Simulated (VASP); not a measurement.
**AlCu3: relaxation of cell and atoms with PBEsol**

Crystal: AlCu3.

```
Al Cu
1.0
     3.97000    0.00000    0.00000
     0.00000    3.97000    0.00000
     0.00000    0.00000    3.97000
Al Cu
1 3
Cartesian
  0.0000 0.0000 0.0000
  1.9850 0.0000 0.0000
  0.0000 0.0000 1.9850
  0.0000 1.9850 0.0000
```

- Program: VASP 6.6.1
- Task: relaxation of cell and atoms
- Functional: PBEsol
- Potentials or basis: VASP PAW PBE potentials, release 64 (Al, Cu)
- Cutoff: 600 eV
- k mesh: 7 × 7 × 7
- Occupations: methfessel-paxton, width 0.1 eV
- Spin: no spin polarisation
- Target pressure: 20 GPa
- Dipole correction: no
- Further INCAR settings: ALGO = Normal; EDIFF = 1e-07; IBRION = 2; EDIFFG = -0.01; NSW = 80; ISIF = 3

```yaml
Relaxed_volume: 17.84 Å³/atom
Relaxed_cell: a = 4.148 Å, b = 4.148 Å, c = 4.148 Å, α = 90.00°, β = 90.00°, γ = 90.00°
Space_group_after_relaxing_to_0.05_Å: Pm-3m (No. 221)
Energy_change_on_relaxing_the_enthalpy_is_what_falls: -391.5 meV/atom
Ionic_steps: 4
Pressure_after_relaxing: 20.0 GPa
Band_gap_on_the_k_mesh: zero (band 18 reaches 4.94 eV, above the bottom of band 19 at 3.21 eV)
```

Step by step:
```tsv
step	energy change (eV)	largest force (eV/Å)	pressure (GPa)	volume (Å³)
1	0.0000	0.0000	38.79	62.57
2	-2.3720	0.0000	8.61	80.70
3	-1.5905	0.0000	19.64	71.55
4	-1.5659	0.0000	20.03	71.35
```

Final structure:
```
Al Cu
1.0
     4.14764    0.00000    0.00000
     0.00000    4.14764    0.00000
     0.00000    0.00000    4.14764
Al Cu
1 3
Direct
  0.00000 0.00000 0.00000
  0.50000 0.00000 0.00000
  0.00000 0.00000 0.50000
  0.00000 0.50000 0.00000
```

Levels at points of the mesh, in eV from the Fermi level:
| k point | band 14 | band 15 | band 16 | band 17 | band 18 | band 19 | band 20 | band 21 | band 22 |
| --- | --- | --- | --- | --- | --- | --- | --- | --- | --- |
| (0.00, 0.00, 0.00) | -2.47 | -2.47 | -2.07 | -0.49 | -0.49 | -0.49 | 2.91 | 2.91 | 5.67 |

It took 57 s on 1 thread of Intel(R) Xeon(R) Platinum 8488C (Sapphire Rapids), on a shared host, peak memory 0.19 GiB.

Caveat: the cell is relaxed towards a set pressure, so the enthalpy falls and the energy may rise; the PAW data sets were made with another functional, which shifts forces and pressure a little.
